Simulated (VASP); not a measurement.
A run of VASP 6.6.1 is set up as follows.

File POSCAR:

```
Al2Au
1.0
    0.0000000000      3.0053203300      3.0053203300
    3.0053203300      0.0000000000      3.0053203300
    3.0053203300      3.0053203300      0.0000000000
Al Au
2 1
Direct
    0.2500000000      0.2500000000      0.2500000000
    0.7500000000      0.7500000000      0.7500000000
    0.0000000000      0.0000000000      0.0000000000
```

Contents of INCAR.step1:

```
SYSTEM = Al2Au
PREC = Accurate ; ENCUT = 520
ISMEAR = -1 ; SIGMA = 0.1
LREAL = .FALSE. ; LASPH = .TRUE.
NELM = 60 ; NBANDS = 16
GGA = PE ; ALGO = Normal
EDIFF = 1E-4 ; LWAVE = .TRUE.
LCHARG = .FALSE.
```

INCAR.step2

```
SYSTEM = Al2Au
PREC = Accurate ; ENCUT = 520
EDIFF = 1E-6 ; ISMEAR = -1
SIGMA = 0.1 ; LREAL = .FALSE.
LASPH = .TRUE. ; NELM = 60
ALGO = Normal ; ISIF = 2
LWAVE = .FALSE. ; LCHARG = .FALSE.
METAGGA = R2SCAN ; LMIXTAU = .TRUE.
NBANDS = 16 ; ISTART = 1
```

The input KPOINTS:

```
Automatic mesh
0
G
  10 10 10
  0 0 0
```

Potentials or basis: VASP PAW PBE potentials, release 64 (Al, Au).

Launch:

```console
$ cat potpaw_PBE.64/Al/POTCAR potpaw_PBE.64/Au/POTCAR > POTCAR
$ cp INCAR.step1 INCAR
$ mpirun -np 1 vasp_std > vasp.out
$ cp INCAR.step2 INCAR
$ mpirun -np 1 vasp_std > vasp.out
```

Problem. Predict the pressure.

Solution. -0.3 GPa.

Caveat: the PAW data sets were made with another functional, which shifts forces and pressure a little.
